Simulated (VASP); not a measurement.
# Ta (P6_3/mmc) in VASP: settings compared

Ta is run at these levels: PBE0, HSE06, PBE-based screened hybrid with 25 % exact exchange, PBEsol; tasks: single point.

All numbers are computed with VASP 6.6.1; they aren't measurements. Logs are shortened: lines on timing, memory, paths and dates and some standing lists are left out, and cuts for length are marked.

## Step 1: The cell of the first run

It takes space group P6_3/mmc (No. 194, hexagonal). Conventional cell: a = 2.900 Å, b = 2.900 Å, c = 5.166 Å, α = 90.00°, β = 90.00°, γ = 120.00°. Ta (site symmetry -6m2) has 12 Ta at 2.90 to 3.08 Å within 3.8 Å.

This isn't the form of Ta at room conditions, which is bcc.

## Step 2: Single point, PBE0

POSCAR

```
Ta
1.0
    2.9003720726      0.0000000000      0.0000000000
   -1.4501860363      2.5117958953      0.0000000000
    0.0000000000      0.0000000000      5.1662740000
Ta
2
Direct
    0.3333333333      0.6666666667      0.2500000000
    0.6666666667      0.3333333333      0.7500000000
```

INCAR.step1

```
SYSTEM = Ta
ALGO = Normal
EDIFF = 1E-5
ENCUT = 520
GGA = PE
ISIF = 2
ISMEAR = -1
LASPH = .TRUE.
LCHARG = .FALSE.
LREAL = .FALSE.
LWAVE = .TRUE.
NBANDS = 18
NELM = 80
PREC = Accurate
SIGMA = 0.05
```

INCAR.step2

```
SYSTEM = Ta
AEXX = 0.25
ALGO = Normal
EDIFF = 1E-7
ENCUT = 520
GGA = PE
ISIF = 2
ISMEAR = -1
ISTART = 1
LASPH = .TRUE.
LCHARG = .FALSE.
LHFCALC = .TRUE.
LREAL = .FALSE.
LWAVE = .FALSE.
NBANDS = 18
NELM = 80
PREC = Accurate
PRECFOCK = Normal
SIGMA = 0.05
```

KPOINTS

```
k-points
0
G
  6 6 4
  0 0 0
```

Potentials or basis: VASP PAW PBE potentials, release 64 (Ta_pv).

Command:

```bash
$ cat potpaw_PBE.64/Ta_pv/POTCAR > POTCAR
$ cp INCAR.step1 INCAR
$ mpirun -np 1 vasp_std > vasp.out
$ cp INCAR.step2 INCAR
$ mpirun -np 1 vasp_std > vasp.out
```

OUTCAR:

```text
SYSTEM = Ta
   AEXX = 0.25
   EDIFF = 1E-7
   ENCUT = 520
   GGA = PE
   ISIF = 2
   ISMEAR = -1
   ISTART = 1
   LASPH = .TRUE.
   LHFCALC = .TRUE.
   LREAL = .FALSE.
   NELM = 80
   PREC = Accurate
   PRECFOCK = Normal

 ion  position               nearest neighbor table
   1  0.333  0.667  0.250-   2 3.08   2 3.08   2 3.08   2 3.08   2 3.08   2 3.08
   2  0.667  0.333  0.750-   1 3.08   1 3.08   1 3.08   1 3.08   1 3.08   1 3.08

  LATTYP: Found a hexagonal cell.
 ALAT       =     2.9003720726
 C/A-ratio  =     1.7812452577

  Lattice vectors:

 A1 = (   2.9003720726,   0.0000000000,   0.0000000000)
 A2 = (  -1.4501860363,   2.5117958953,   0.0000000000)
 A3 = (   0.0000000000,   0.0000000000,   5.1662740000)

Analysis of symmetry for initial positions (statically):
=====================================================================
 Subroutine PRICEL returns:
 Original cell was already a primitive cell.

 Routine SETGRP: Setting up the symmetry group for a
 hexagonal supercell.

 Subroutine GETGRP returns: Found 24 space group operations
 (whereof 12 operations were pure point group operations)
 out of a pool of 24 trial point group operations.

The static configuration has the point symmetry D_3d.
 The point group associated with its full space group is D_6h.

Analysis of symmetry for dynamics (positions and initial velocities):
=====================================================================
 Subroutine PRICEL returns:
 Original cell was already a primitive cell.

 Routine SETGRP: Setting up the symmetry group for a
 hexagonal supercell.

 Subroutine GETGRP returns: Found 24 space group operations
 (whereof 12 operations were pure point group operations)
 out of a pool of 24 trial point group operations.

The dynamic configuration has the point symmetry D_3d.
 The point group associated with its full space group is D_6h.

 Subroutine INISYM returns: Found 24 space group operations
 (whereof 12 operations are pure point group operations),
 and found     1 'primitive' translations

----------------------------------------------------------------------------------------

                                     Primitive cell

  volume of cell :      37.6370

  direct lattice vectors                    reciprocal lattice vectors
     2.900372073  0.000000000  0.000000000     0.344783350  0.199060760  0.000000000
    -1.450186036  2.511795895  0.000000000     0.000000000  0.398121520  0.000000000
     0.000000000  0.000000000  5.166274000     0.000000000  0.000000000  0.193563098

  length of vectors
     2.900372073  2.900372073  5.166274000     0.398121520  0.398121520  0.193563098

  position of ions in fractional coordinates (direct lattice)
     0.333333333  0.666666667  0.250000000
     0.666666667  0.333333333  0.750000000

  ion indices of the primitive-cell ions
   primitive index   ion index
                 1           1
                 2           2

----------------------------------------------------------------------------------------

 KPOINTS: k-points

Automatic generation of k-mesh.
 Grid dimensions read from file:
 generate k-points for:    6    6    4

 Generating k-lattice:

  Cartesian coordinates                     Fractional coordinates (reciprocal lattice)
     0.057463892  0.033176793  0.000000000     0.166666667  0.000000000  0.000000000
     0.000000000  0.066353587  0.000000000     0.000000000  0.166666667  0.000000000
     0.000000000  0.000000000  0.048390774     0.000000000  0.000000000  0.250000000

  Length of vectors
     0.066353587  0.066353587  0.048390774

  Shift w.r.t. Gamma in fractional coordinates (k-lattice)
     0.000000000  0.000000000  0.000000000

 Subroutine IBZKPT returns following result:
 ===========================================

 Found     21 irreducible k-points:

 Following reciprocal coordinates:
            Coordinates               Weight
  0.000000  0.000000  0.000000      1.000000
  0.166667  0.000000  0.000000      6.000000
  0.333333  0.000000  0.000000      6.000000
  0.500000  0.000000  0.000000      3.000000
  0.166667  0.166667  0.000000      6.000000
  0.333333  0.166667  0.000000     12.000000
[... 13 lines left out ...]
  0.333333  0.166667  0.500000     12.000000
  0.333333  0.333333  0.500000      2.000000
   k-points           NKPTS =     21   k-points in BZ     NKDIM =    144   number of bands    NBANDS=     18
   number of dos      NEDOS =    301   number of ions     NIONS =      2
   total plane-waves  NPLWV =  23040
   dimension x,y,z NGX =    24 NGY =   24 NGZ =   40
   dimension x,y,z NGXF=    48 NGYF=   48 NGZF=   80
   ions per type =               2
   NGX,Y,Z   is equivalent  to a cutoff of  13.76, 13.76, 12.87 a.u.
   NGXF,Y,Z  is equivalent  to a cutoff of  27.51, 27.51, 25.74 a.u.
 SYSTEM =  Ta
   PREC   = accura    normal or accurate (medium, high low for compatibility)
   ISTART =      1    job   : 0-new  1-cont  2-samecut
   ICHARG =      0    charge: 1-file 2-atom 10-const
   ISPIN  =      1    spin polarized calculation?
   LNONCOLLINEAR =      F non collinear calculations
   LSORBIT =      F    spin-orbit coupling
   LASPH  =      T    aspherical Exc in radial PAW
   ENCUT  =  520.0 eV  38.22 Ry    6.18 a.u.   5.39  5.39  9.61*2*pi/ulx,y,z
   NELM   =     80;   NELMIN=  2; NELMDL=  0     # of ELM steps
   EDIFF  = 0.1E-06   stopping-criterion for ELM
   LREAL  =      F    real-space projection
   EDIFFG = 0.1E-05   stopping-criterion for IOM
   NSW    =      0    number of steps for IOM
   IBRION =     -1    ionic relax: 0-MD 1-quasi-New 2-CG
   NFREE  =      0    steps in history (QN), initial steepest desc. (CG)
   ISIF   =      2    stress and relaxation
   ISYM   =      3    0-nonsym 1-usesym 2-fastsym
   POTIM  = 0.5000    time-step for ionic-motion
   TEBEG  =    0.0;   TEEND  =   0.0 temperature during run
   PSTRESS=    0.0 pullay stress
   NELECT =      22.0000    total number of electrons
   NUPDOWN=      -1.0000    fix difference up-down
   EMIN   =  10.00;   EMAX   =-10.00  energy-range for DOS
   EFERMI =   0.00;   METHOD = LEGACY
   ISMEAR =    -1;   SIGMA  =   0.05  broadening in eV -4-tet -1-fermi 0-gaus
   EFERMI_NEDOS =   21; number of points for ismear=-14 and -15
   IALGO  =     38    algorithm
   IMIX   =      1    mixing-type and parameters
     AMIX     =   0.40;   BMIX     =  1.00
     AMIX_MAG =   1.60;   BMIX_MAG =  1.00
  volume/ion in A,a.u.               =      18.82       126.99
  Fermi-wavevector in a.u.,A,eV,Ry     =   1.368812  2.586680 25.492516  1.873647
  Thomas-Fermi vector in A             =   2.494743
   LORBIT       =      0    0 simple, 1 ext, 2 COOP (PROOUT), +10 PAW based schemes
   GGA     = PE    functional components
   LHFCALC =     T    Hartree Fock is set to
   PRECFOCK=normal    Normal, Fast or Accurate (Low or Medium for compatibility)
   ENCUT4O =  -1.0   cutoff for four orbital integrals eV
   NKREDX  =     1    reduce k-point grid by
   NKREDY  =     1    reduce k-point grid by
   NKREDZ  =     1    reduce k-point grid by
   AEXX    =    0.2500 exact exchange contribution
   HFSCREEN=    0.0000 screening length (either q_TF or 0.3 A-1)
   HFSCREENC=   0.0000 screening length for correlation (either q_TF or 0.3 A-1)
   ENCUTFOCK=  -1.0 apply spherical cutoff to Coloumb kernel
   IVDW    =     0    specifies the selected vdW correction
   LEPSILON=     F    determine dielectric tensor
   LRPA    =     F    only Hartree local field effects (RPA)
 non-spin polarized calculation
  energy-cutoff  :      520.00
  volume of cell :       37.64
 maximum number of plane-waves:      1039
 NGX is ok and might be reduce to    24
  NGX = 18; NGY = 18; NGZ = 30

 number of electron      22.0000003 magnetization

 Free energy of the ion-electron system (eV)
  ---------------------------------------------------
  ext. energy  EPLUGINS =         0.00000000
  ---------------------------------------------------
  free energy    TOTEN  =       -28.55418468 eV

  energy without entropy =      -28.55112085  energy(sigma->0) =      -28.55265277

 E-fermi :   5.2170     XC(G=0):  -9.7294

 val. band max:        5.0839344293   @ k =   0.3333   0.0000   0.2500
 cond. band min:       5.5835434343   @ k =   0.3333   0.0000   0.0000
 fundamental gap:      0.4996090050
 Fermi energy:         5.2169578845

 k-point     1 :       0.0000    0.0000    0.0000
  band No.  band energies     occupation
      1     -32.0885      2.00000
      2     -31.1337      2.00000
      3     -31.0440      2.00000
      4     -31.0440      2.00000
      5     -30.9573      2.00000
      6     -30.9573      2.00000
[... 10 lines left out ...]
     17      11.8220      0.00000
     18      11.8220      0.00000

 k-point     2 :       0.1667    0.0000    0.0000
  band No.  band energies     occupation
      1     -31.9851      2.00000
      2     -31.3444      2.00000
      3     -31.2610      2.00000
      4     -31.1456      2.00000
      5     -31.1191      2.00000
      6     -31.0127      2.00000
[... 10 lines left out ...]
     17      12.1568      0.00000
     18      13.5349      0.00000

 k-point     3 :       0.3333    0.0000    0.0000
  band No.  band energies     occupation
      1     -31.9299      2.00000
      2     -31.8159      2.00000
      3     -31.7435      2.00000
      4     -31.2623      2.00000
      5     -31.2021      2.00000
      6     -31.1235      2.00000
[... 10 lines left out ...]
     17      12.3102      0.00000
     18      14.4051      0.00000

 k-point     4 :       0.5000    0.0000    0.0000
  band No.  band energies     occupation
      1     -32.2115      2.00000
      2     -32.0732      2.00000
      3     -31.5738      2.00000
      4     -31.3310      2.00000
      5     -31.2763      2.00000
      6     -31.1791      2.00000
[... 10 lines left out ...]
     17      13.4099      0.00000
     18      13.5862      0.00000

 k-point     5 :       0.1667    0.1667    0.0000
  band No.  band energies     occupation
      1     -31.8115      2.00000
      2     -31.6853      2.00000
      3     -31.6818      2.00000
      4     -31.2614      2.00000
      5     -31.1812      2.00000
      6     -31.1710      2.00000
[... 10 lines left out ...]
     17      11.7530      0.00000
     18      14.7311      0.00000

 k-point     6 :       0.3333    0.1667    0.0000
  band No.  band energies     occupation
      1     -32.0594      2.00000
      2     -31.9467      2.00000
      3     -31.5801      2.00000
      4     -31.4785      2.00000
      5     -31.3454      2.00000
      6     -31.2725      2.00000
[... 10 lines left out ...]
     17      14.1122      0.00000
     18      16.0893      0.00000

 k-point     7 :       0.3333    0.3333    0.0000
  band No.  band energies     occupation
      1     -31.9104      2.00000
      2     -31.8046      2.00000
      3     -31.8046      2.00000
      4     -31.6780      2.00000
      5     -31.4034      2.00000
      6     -31.4034      2.00000
[... 10 lines left out ...]
     17      13.8081      0.00000
     18      13.8081      0.00000

 k-point     8 :       0.0000    0.0000    0.2500
  band No.  band energies     occupation
      1     -31.9562      2.00000
      2     -31.2816      2.00000
      3     -31.0314      2.00000
      4     -31.0314      2.00000
      5     -30.9698      2.00000
      6     -30.9698      2.00000
[... 10 lines left out ...]
     17      11.7213      0.00000
     18      11.7213      0.00000
[... 166 lines left out ...]
     17      10.8570      0.00000
     18      10.8570      0.00000

 k-point    17 :       0.3333    0.0000    0.5000
  band No.  band energies     occupation
      1     -31.9586      2.00000
      2     -31.9586      2.00000
      3     -31.3852      2.00000
      4     -31.3852      2.00000
      5     -31.1933      2.00000
      6     -31.1933      2.00000
[... 10 lines left out ...]
     17      11.4635      0.00000
     18      11.4635      0.00000

 k-point    18 :       0.5000    0.0000    0.5000
  band No.  band energies     occupation
      1     -32.2074      2.00000
      2     -32.2074      2.00000
      3     -31.3532      2.00000
      4     -31.3532      2.00000
      5     -31.2555      2.00000
      6     -31.2555      2.00000
[... 10 lines left out ...]
     17      13.2546      0.00000
     18      13.2546      0.00000

 k-point    19 :       0.1667    0.1667    0.5000
  band No.  band energies     occupation
      1     -31.7931      2.00000
      2     -31.7931      2.00000
      3     -31.3953      2.00000
      4     -31.3953      2.00000
      5     -31.2090      2.00000
      6     -31.2090      2.00000
[... 10 lines left out ...]
     17      11.5828      0.00000
     18      11.5828      0.00000

 k-point    20 :       0.3333    0.1667    0.5000
  band No.  band energies     occupation
      1     -32.0692      2.00000
      2     -32.0692      2.00000
      3     -31.4752      2.00000
      4     -31.4752      2.00000
      5     -31.2906      2.00000
      6     -31.2906      2.00000
[... 10 lines left out ...]
     17      14.0922      0.00000
     18      14.0922      0.00000

 k-point    21 :       0.3333    0.3333    0.5000
  band No.  band energies     occupation
      1     -31.9147      2.00000
      2     -31.9147      2.00000
      3     -31.7956      2.00000
      4     -31.7956      2.00000
      5     -31.2832      2.00000
      6     -31.2832      2.00000
[... 10 lines left out ...]
     17      16.0482      0.00000
     18      16.0702      0.00000

------------------------ aborting loop because EDIFF is reached ----------------------------------------

  FORCE on cell =-STRESS in cart. coord.  units (eV):
  Direction    XX          YY          ZZ          XY          YZ          ZX
  --------------------------------------------------------------------------------------
  -------------------------------------------------------------------------------------
  Total       -0.6694846     -0.6694846     -1.5294334      0.0000000     -0.0000000     -0.0000000
  in kB      -28.4993975    -28.4993975    -65.1066955      0.0000000     -0.0000000     -0.0000000
  external PRESSURE =     -40.7018302 kB  Pullay stress =       0.0000000 kB

 VOLUME and BASIS-vectors are now :
 -----------------------------------------------------------------------------
  energy-cutoff  :      520.00
  volume of cell :       37.64
      direct lattice vectors                 reciprocal lattice vectors
     2.900372073  0.000000000  0.000000000     0.344783350  0.199060760  0.000000000
    -1.450186036  2.511795895  0.000000000     0.000000000  0.398121520  0.000000000
     0.000000000  0.000000000  5.166274000     0.000000000  0.000000000  0.193563098

 POSITION                                       TOTAL-FORCE (eV/Angst)
 -----------------------------------------------------------------------------------
     -0.00000      1.67453      1.29157        -0.000000      0.000000     -0.000000
      1.45019      0.83727      3.87471         0.000000      0.000000      0.000000
 -----------------------------------------------------------------------------------
    total drift:                                0.000000      0.000000     -0.000000

  FREE ENERGIE OF THE ION-ELECTRON SYSTEM (eV)
  ---------------------------------------------------
  free  energy   TOTEN  =       -28.5541846798 eV

  energy  without entropy=      -28.5511208506  energy(sigma->0) =      -28.55265277
```

Wall time 44 min (1 thread of Intel Xeon 6975P-C (Granite Rapids), shared host); peak memory 0.18 GiB.

Results:

```yaml
Free_energy: -28.5542 eV
Pressure: -4.1 GPa
Band_gap_on_the_k_mesh: zero (bands 11 and 12 overlap by 3.07 eV)
```

Caveat: the k points lie up to 0.42 Å⁻¹ apart, too coarse for converged energies and pressures of a metal; the PAW data sets were made with another functional, which shifts forces and pressure a little; spin-orbit coupling is left out, which moves the levels of the heavy elements.

## Step 3: Single point, PBE0

POSCAR is that of step 2.

INCAR.step1

```
SYSTEM = Ta
ALGO = Normal
EDIFF = 1E-5
ENCUT = 400
GGA = PE
GGA_COMPAT = .False.
ISIF = 2
ISMEAR = -1
LASPH = .True.
LCHARG = .False.
LREAL = .False.
LWAVE = .True.
NBANDS = 20
NELM = 120
PREC = Accurate
SIGMA = 0.05
```

INCAR.step2

```
SYSTEM = Ta
AEXX = 0.25
ALGO = Normal
EDIFF = 1E-6
ENCUT = 400
GGA = PE
GGA_COMPAT = .False.
ISIF = 2
ISMEAR = -1
ISTART = 1
LASPH = .True.
LCHARG = .False.
LHFCALC = .True.
LREAL = .False.
LWAVE = .False.
NBANDS = 20
NELM = 120
PREC = Accurate
PRECFOCK = Normal
SIGMA = 0.05
```

KPOINTS

```
k-points
0
Gamma
  6 6 3
  0 0 0
```

Potentials or basis: VASP PAW PBE potentials, release 64 (Ta_sv_GW).

Command:

```bash
$ cat potpaw_PBE.64/Ta_sv_GW/POTCAR > POTCAR
$ cp INCAR.step1 INCAR
$ mpirun -np 1 vasp_std > vasp.out
$ cp INCAR.step2 INCAR
$ mpirun -np 1 vasp_std > vasp.out
```

It took 31 min on 1 thread of Intel Xeon Platinum 8259CL at 2.50GHz (Skylake/Cascade Lake), shared host; peak memory 0.15 GiB.

Results (log left out):

| Property | Result |
| --- | --- |
| Free energy | -32.8005 eV |
| Pressure | -8.0 GPa |
| Band gap on the k mesh | zero (bands 13 and 14 overlap by 2.46 eV) |

Stress tensor (GPa, compression positive):
```
-8.01  0.00  0.00
 0.00 -8.01  0.00
 0.00  0.00 -7.90
```

Levels at points of the mesh, in eV from the Fermi level:
```
           k point  band 10  band 11  band 12  band 13  band 14  band 15  band 16  band 17
(0.00, 0.00, 0.00)    -5.96    -0.83    -0.78     1.46     1.46     2.22     2.22     4.33
(0.50, 0.00, 0.00)    -4.71    -4.00    -0.98    -0.47     1.12     1.97     7.02     7.83
```

Caveat: the k points lie up to 0.42 Å⁻¹ apart, too coarse for converged energies and pressures of a metal; the PAW data sets were made with another functional, which shifts forces and pressure a little; spin-orbit coupling is left out, which moves the levels of the heavy elements.

## Step 4: Single point, HSE06

This run uses another cell than the first one, of 18.46 Å³/atom.

POSCAR

```
Ta
1.0
    2.8852402888      0.0000000000      0.0000000000
   -1.4426201444      2.4986913861      0.0000000000
    0.0000000000      0.0000000000      5.1209506588
Ta
2
Direct
    0.3333333333      0.6666666667      0.2500000000
    0.6666666667      0.3333333333      0.7500000000
```

INCAR.step1

```
SYSTEM = Ta
ALGO = Normal
EDIFF = 1E-5
ENCUT = 520
GGA = PE
ISIF = 2
ISMEAR = -1
LASPH = .TRUE.
LCHARG = .FALSE.
LREAL = .FALSE.
LWAVE = .TRUE.
NBANDS = 18
NELM = 100
PREC = Accurate
SIGMA = 0.05
```

INCAR.step2

```
SYSTEM = Ta
ALGO = Normal
EDIFF = 1E-6
ENCUT = 520
GGA = PE
HFSCREEN = 0.2079
ISIF = 2
ISMEAR = -1
ISTART = 1
LASPH = .TRUE.
LCHARG = .FALSE.
LHFCALC = .TRUE.
LREAL = .FALSE.
LWAVE = .FALSE.
NBANDS = 18
NELM = 100
PREC = Accurate
PRECFOCK = Normal
SIGMA = 0.05
```

KPOINTS

```
k-points
0
G
  6 6 3
  0 0 0
```

Potentials or basis: VASP PAW PBE potentials, release 64 (Ta_pv).

Command:

```bash
$ cat potpaw_PBE.64/Ta_pv/POTCAR > POTCAR
$ cp INCAR.step1 INCAR
$ mpirun -np 1 vasp_std > vasp.out
$ cp INCAR.step2 INCAR
$ mpirun -np 1 vasp_std > vasp.out
```

It took 32 min on 1 thread of Intel Xeon Platinum 8259CL at 2.50GHz (Skylake/Cascade Lake), shared host; peak memory 0.26 GiB.

It converged, with:

| Item | Value |
| --- | --- |
| Free energy | -26.3636 eV |
| Pressure | -1.1 GPa |
| Band gap on the k mesh | zero (bands 11 and 12 overlap by 1.77 eV) |

Stress tensor (GPa, compression positive):
```
-1.27  0.00  0.00
 0.00 -1.27  0.00
 0.00  0.00 -0.91
```

Levels at points of the mesh, in eV from the Fermi level:
| k point | band 8 | band 9 | band 10 | band 11 | band 12 | band 13 | band 14 | band 15 |
| --- | --- | --- | --- | --- | --- | --- | --- | --- |
| (0.00, 0.00, 0.00) | -5.76 | -0.66 | -0.49 | 0.92 | 0.92 | 1.66 | 1.66 | 3.78 |
| (0.50, 0.00, 0.00) | -4.57 | -3.88 | -0.78 | -0.34 | 0.67 | 1.37 | 6.60 | 7.38 |

Caveat: the k points lie up to 0.42 Å⁻¹ apart, too coarse for converged energies and pressures of a metal; the PAW data sets were made with another functional, which shifts forces and pressure a little; spin-orbit coupling is left out, which moves the levels of the heavy elements.

[end of part 1 of 2]

The gap in the log of VASP goes by the Fermi energy; the results here count the filled bands.